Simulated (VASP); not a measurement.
# RbBr (Fm-3m) in VASP: notebook, part 2 of 3

VASP 6.6.1.

### Step 3. Single point, HSE06

This run uses another cell than the first one, of 40.25 Å³/atom.

POSCAR reads:

```
RbBr
1.0
    0.0000000000      3.4270000000      3.4270000000
    3.4270000000      0.0000000000      3.4270000000
    3.4270000000      3.4270000000      0.0000000000
Rb Br
1 1
Direct
    0.0000000000      0.0000000000      0.0000000000
    0.5000000000      0.5000000000      0.5000000000
```

INCAR.step1 reads:

```
SYSTEM = RbBr
  PREC = Accurate
  ENCUT = 520
  EDIFF = 1E-5
  ISMEAR = -1
  SIGMA = 0.05
  LREAL = .FALSE.
  LASPH = .TRUE.
  NELM = 80
  ALGO = Normal
  ISIF = 2
  LWAVE = .TRUE.
  LCHARG = .FALSE.
  GGA = PE
  NBANDS = 15
```

INCAR.step2 reads:

```
SYSTEM = RbBr
  PREC = Accurate
  ENCUT = 520
  EDIFF = 1E-6
  ISMEAR = -1
  SIGMA = 0.05
  LREAL = .FALSE.
  LASPH = .TRUE.
  NELM = 80
  ALGO = Normal
  ISIF = 2
  LWAVE = .FALSE.
  LCHARG = .FALSE.
  GGA = PE
  LHFCALC = .TRUE.
  HFSCREEN = 0.2079
  PRECFOCK = Normal
  ISTART = 1
  NBANDS = 15
```

KPOINTS reads:

```
Automatic mesh
0
G
  4 4 4
  0 0 0
```

Potentials or basis: VASP PAW PBE potentials, release 64 (Rb_sv, Br).

Command:

```sh
$ cat potpaw_PBE.64/Rb_sv/POTCAR potpaw_PBE.64/Br/POTCAR > POTCAR
$ cp INCAR.step1 INCAR
$ mpirun -np 1 vasp_std > vasp.out
$ cp INCAR.step2 INCAR
$ mpirun -np 1 vasp_std > vasp.out
```

OUTCAR:

```text
SYSTEM = RbBr
   PREC = Accurate
   ENCUT = 520
   EDIFF = 1E-6
   ISMEAR = -1
   LREAL = .FALSE.
   LASPH = .TRUE.
   NELM = 80
   ISIF = 2
   GGA = PE
   LHFCALC = .TRUE.
   HFSCREEN = 0.2079
   PRECFOCK = Normal
   ISTART = 1

 ion  position               nearest neighbor table
   1  0.000  0.000  0.000-   2 3.43   2 3.43   2 3.43   2 3.43   2 3.43   2 3.43
   2  0.500  0.500  0.500-   1 3.43   1 3.43   1 3.43   1 3.43   1 3.43   1 3.43

  LATTYP: Found a face centered cubic cell.
 ALAT       =     6.8540000000

  Lattice vectors:

 A1 = (   0.0000000000,   3.4270000000,   3.4270000000)
 A2 = (   3.4270000000,   0.0000000000,   3.4270000000)
 A3 = (   3.4270000000,   3.4270000000,   0.0000000000)

Analysis of symmetry for initial positions (statically):
=====================================================================
 Subroutine PRICEL returns:
 Original cell was already a primitive cell.

 Routine SETGRP: Setting up the symmetry group for a
 face centered cubic supercell.

 Subroutine GETGRP returns: Found 48 space group operations
 (whereof 48 operations were pure point group operations)
 out of a pool of 48 trial point group operations.

The static configuration has the point symmetry O_h .

Analysis of symmetry for dynamics (positions and initial velocities):
=====================================================================
 Subroutine PRICEL returns:
 Original cell was already a primitive cell.

 Routine SETGRP: Setting up the symmetry group for a
 face centered cubic supercell.

 Subroutine GETGRP returns: Found 48 space group operations
 (whereof 48 operations were pure point group operations)
 out of a pool of 48 trial point group operations.

The dynamic configuration has the point symmetry O_h .

 Subroutine INISYM returns: Found 48 space group operations
 (whereof 48 operations are pure point group operations),
 and found     1 'primitive' translations

----------------------------------------------------------------------------------------

                                     Primitive cell

  volume of cell :      80.4956

  direct lattice vectors                    reciprocal lattice vectors
     0.000000000  3.427000000  3.427000000    -0.145900204  0.145900204  0.145900204
     3.427000000  0.000000000  3.427000000     0.145900204 -0.145900204  0.145900204
     3.427000000  3.427000000  0.000000000     0.145900204  0.145900204 -0.145900204

  length of vectors
     4.846509878  4.846509878  4.846509878     0.252706567  0.252706567  0.252706567

  position of ions in fractional coordinates (direct lattice)
     0.000000000  0.000000000  0.000000000
     0.500000000  0.500000000  0.500000000

  ion indices of the primitive-cell ions
   primitive index   ion index
                 1           1
                 2           2

----------------------------------------------------------------------------------------

 KPOINTS: Automatic mesh

Automatic generation of k-mesh.
 Grid dimensions read from file:
 generate k-points for:    4    4    4

 Generating k-lattice:
[... 30 lines left out ...]
   dimension x,y,z NGX =    36 NGY =   36 NGZ =   36
   dimension x,y,z NGXF=    72 NGYF=   72 NGZF=   72
   ions per type =               1   1
   NGX,Y,Z   is equivalent  to a cutoff of  12.35, 12.35, 12.35 a.u.
   NGXF,Y,Z  is equivalent  to a cutoff of  24.70, 24.70, 24.70 a.u.
 SYSTEM =  RbBr
   PREC   = accura    normal or accurate (medium, high low for compatibility)
   ISTART =      1    job   : 0-new  1-cont  2-samecut
   ICHARG =      0    charge: 1-file 2-atom 10-const
   ISPIN  =      1    spin polarized calculation?
   LNONCOLLINEAR =      F non collinear calculations
   LSORBIT =      F    spin-orbit coupling
   LASPH  =      T    aspherical Exc in radial PAW
   ENCUT  =  520.0 eV  38.22 Ry    6.18 a.u.   9.01  9.01  9.01*2*pi/ulx,y,z
   NELM   =     80;   NELMIN=  2; NELMDL=  0     # of ELM steps
   EDIFF  = 0.1E-05   stopping-criterion for ELM
   LREAL  =      F    real-space projection
   EDIFFG = 0.1E-04   stopping-criterion for IOM
   NSW    =      0    number of steps for IOM
   IBRION =     -1    ionic relax: 0-MD 1-quasi-New 2-CG
   NFREE  =      0    steps in history (QN), initial steepest desc. (CG)
   ISIF   =      2    stress and relaxation
   ISYM   =      3    0-nonsym 1-usesym 2-fastsym
   POTIM  = 0.5000    time-step for ionic-motion
   TEBEG  =    0.0;   TEEND  =   0.0 temperature during run
   PSTRESS=    0.0 pullay stress
   NELECT =      16.0000    total number of electrons
   NUPDOWN=      -1.0000    fix difference up-down
   EMIN   =  10.00;   EMAX   =-10.00  energy-range for DOS
   EFERMI =   0.00;   METHOD = LEGACY
   ISMEAR =    -1;   SIGMA  =   0.05  broadening in eV -4-tet -1-fermi 0-gaus
   EFERMI_NEDOS =   21; number of points for ismear=-14 and -15
   IALGO  =     38    algorithm
   IMIX   =      1    mixing-type and parameters
     AMIX     =   0.40;   BMIX     =  1.00
     AMIX_MAG =   1.60;   BMIX_MAG =  1.00
  volume/ion in A,a.u.               =      40.25       271.61
  Fermi-wavevector in a.u.,A,eV,Ry     =   0.955412  1.805467 12.419564  0.912812
  Thomas-Fermi vector in A             =   2.084247
   LORBIT       =      0    0 simple, 1 ext, 2 COOP (PROOUT), +10 PAW based schemes
   GGA     = PE    functional components
   LHFCALC =     T    Hartree Fock is set to
   PRECFOCK=normal    Normal, Fast or Accurate (Low or Medium for compatibility)
   ENCUT4O =  -1.0   cutoff for four orbital integrals eV
   NKREDX  =     1    reduce k-point grid by
   NKREDY  =     1    reduce k-point grid by
   NKREDZ  =     1    reduce k-point grid by
   AEXX    =    0.2500 exact exchange contribution
   HFSCREEN=    0.2079 screening length (either q_TF or 0.3 A-1)
   HFSCREENC=   0.2079 screening length for correlation (either q_TF or 0.3 A-1)
   ENCUTFOCK=  -1.0 apply spherical cutoff to Coloumb kernel
   IVDW    =     0    specifies the selected vdW correction
   LEPSILON=     F    determine dielectric tensor
   LRPA    =     F    only Hartree local field effects (RPA)
 non-spin polarized calculation
  energy-cutoff  :      520.00
  volume of cell :       80.50
 maximum number of plane-waves:      2200
  NGX = 28; NGY = 28; NGZ = 28

 number of electron      15.9999999 magnetization

 Free energy of the ion-electron system (eV)
  ---------------------------------------------------
  ext. energy  EPLUGINS =         0.00000000
  ---------------------------------------------------
  free energy    TOTEN  =        -7.06428001 eV

  energy without entropy =       -7.06428001  energy(sigma->0) =       -7.06428001

 E-fermi :  -1.4233     XC(G=0):  -6.0769

 val. band max:       -2.6275342540   @ k =   0.0000   0.0000   0.0000
 cond. band min:       2.8950321350   @ k =   0.0000   0.0000   0.0000
 fundamental gap:      5.5225663890
 Fermi energy:        -1.4233011376

 k-point     1 :       0.0000    0.0000    0.0000
  band No.  band energies     occupation
      1     -28.7168      2.00000
      2     -15.8296      2.00000
      3     -11.6319      2.00000
      4     -11.6319      2.00000
      5     -11.6319      2.00000
      6      -2.6275      2.00000
      7      -2.6275      2.00000
      8      -2.6275      2.00000
      9       2.8950      0.00000
     10       5.9161      0.00000
     11       5.9161      0.00000
     12       5.9161      0.00000
     13       6.8906      0.00000
     14       6.8906      0.00000
[... 113 lines left out ...]
      2     -15.7966      2.00000
      3     -11.7659      2.00000
      4     -11.7659      2.00000
      5     -11.6066      2.00000
      6      -3.1395      2.00000
      7      -2.9936      2.00000
      8      -2.9936      2.00000
      9       5.6551      0.00000
     10       5.6551      0.00000
     11       6.9701      0.00000
     12       7.3865      0.00000
     13       9.7743      0.00000
     14       9.7880      0.00000
     15       9.8713      0.00000

------------------------ aborting loop because EDIFF is reached ----------------------------------------

  FORCE on cell =-STRESS in cart. coord.  units (eV):
  Direction    XX          YY          ZZ          XY          YZ          ZX
  --------------------------------------------------------------------------------------
  -------------------------------------------------------------------------------------
  Total        0.3837020      0.3837020      0.3837020      0.0000000      0.0000000      0.0000000
  in kB        7.6371684      7.6371684      7.6371684      0.0000000      0.0000000      0.0000000
  external PRESSURE =       7.6371684 kB  Pullay stress =       0.0000000 kB

 VOLUME and BASIS-vectors are now :
 -----------------------------------------------------------------------------
  energy-cutoff  :      520.00
  volume of cell :       80.50
      direct lattice vectors                 reciprocal lattice vectors
     0.000000000  3.427000000  3.427000000    -0.145900204  0.145900204  0.145900204
     3.427000000  0.000000000  3.427000000     0.145900204 -0.145900204  0.145900204
     3.427000000  3.427000000  0.000000000     0.145900204  0.145900204 -0.145900204

 POSITION                                       TOTAL-FORCE (eV/Angst)
 -----------------------------------------------------------------------------------
      0.00000      0.00000      0.00000        -0.000000     -0.000000      0.000000
      3.42700      3.42700      3.42700         0.000000      0.000000     -0.000000
 -----------------------------------------------------------------------------------
    total drift:                               -0.000000     -0.000000     -0.000000

  FREE ENERGIE OF THE ION-ELECTRON SYSTEM (eV)
  ---------------------------------------------------
  free  energy   TOTEN  =        -7.0642800068 eV

  energy  without entropy=       -7.0642800068  energy(sigma->0) =       -7.06428001
```

Run time: 4.9 min. Hardware: 1 thread of AMD EPYC 9R45 (Zen 5), shared host; peak memory 0.29 GiB.

What came out:

```
Free energy            : -7.0643 eV
Pressure               : 0.8 GPa
Band gap on the k mesh : 5.52 eV
```

Levels at points of the mesh, in eV from the valence-band top:
```tsv
k point	band 6	band 7	band 8	band 9	band 10	band 11
(0.00, 0.00, 0.00)	0.00	0.00	0.00	5.52	8.54	8.54
(0.50, 0.00, 0.00)	-1.02	-0.37	-0.37	7.96	8.98	10.91
(0.50, 0.50, 0.00)	-0.50	-0.17	-0.17	6.76	8.43	10.43
```

Caveat: the PAW data sets were made with another functional, which shifts forces and pressure a little.

### Step 4. Single point, PBEsol

This run uses another cell than the first one, of 40.25 Å³/atom.

INCAR reads:

```
SYSTEM = RbBr
PREC = Accurate ; ENCUT = 520
EDIFF = 1E-6 ; ISMEAR = -1
SIGMA = 0.05 ; LREAL = .False.
LASPH = .True. ; NELM = 100
ALGO = Normal ; ISIF = 2
LWAVE = .False. ; LCHARG = .False.
GGA = PS ; NBANDS = 15
```

KPOINTS reads:

```
Automatic mesh
0
Gamma
  6 6 6
  0 0 0
```

POSCAR is that of step 3.

Command:

```sh
$ cat potpaw_PBE.64/Rb_sv/POTCAR potpaw_PBE.64/Br/POTCAR > POTCAR
$ mpirun -np 1 vasp_std > vasp.out
```

Run time: 15 s. Hardware: 1 thread of Intel Xeon Platinum 8488C (Sapphire Rapids), shared host; peak memory 0.2 GiB.

Results (log left out):

```yaml
Free_energy: -6.3554 eV
Pressure: 0.0 GPa
Band_gap_on_the_k_mesh: 4.21 eV
```

Levels at points of the mesh, in eV from the valence-band top:
| k point | band 4 | band 5 | band 6 | band 7 | band 8 | band 9 | band 10 | band 11 | band 12 | band 13 |
| --- | --- | --- | --- | --- | --- | --- | --- | --- | --- | --- |
| (0.00, 0.00, 0.00) | -8.44 | -8.44 | 0.00 | 0.00 | 0.00 | 4.21 | 7.20 | 7.20 | 7.20 | 8.09 |
| (0.50, 0.00, 0.00) | -8.45 | -8.40 | -1.02 | -0.36 | -0.36 | 6.67 | 7.61 | 9.43 | 9.43 | 10.07 |
| (0.50, 0.50, 0.00) | -8.52 | -8.52 | -0.49 | -0.16 | -0.16 | 5.50 | 7.02 | 9.05 | 9.15 | 9.37 |

Caveat: the PAW data sets were made with another functional, which shifts forces and pressure a little.

[end of part 2 of 3]
